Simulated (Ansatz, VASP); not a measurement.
**Mn: VASP beside Ansatz**

```
Mn
1.0
    -1.55323    1.55323    1.55323
     1.55323   -1.55323    1.55323
     1.55323    1.55323   -1.55323
Mn
1
Direct
  0.00000 0.00000 0.00000
```

Change from the starting cell: volume scaled by 1.025.

Alike in both runs: task single point; functional PBE; k mesh 19 × 19 × 19; occupations fermi-dirac, width 0.03 eV; collinear spin.

|  | VASP | Ansatz |
| --- | --- | --- |
| version | VASP 6.6.1 | Ansatz 0.2.0 |
| potentials or method | VASP PAW PBE potentials, release 64 (Mn_pv), cutoff 520 eV | all-electron LAPW, scalar-relativistic |

|  | VASP | Ansatz | Ansatz less VASP |
| --- | --- | --- | --- |
| pressure (GPa) | -3.3 | -4.1 | -0.86 |
| net moment per atom (μB) | 3.49 | 3.45 | -0.037 |
| size of the moment on the site where the two differ most (μB) | 3.39 | 3.43 | +0.049 |

Site moments also hang on the region over which each program counts them. Ansatz ran all-electron here, and VASP with PAW potentials.
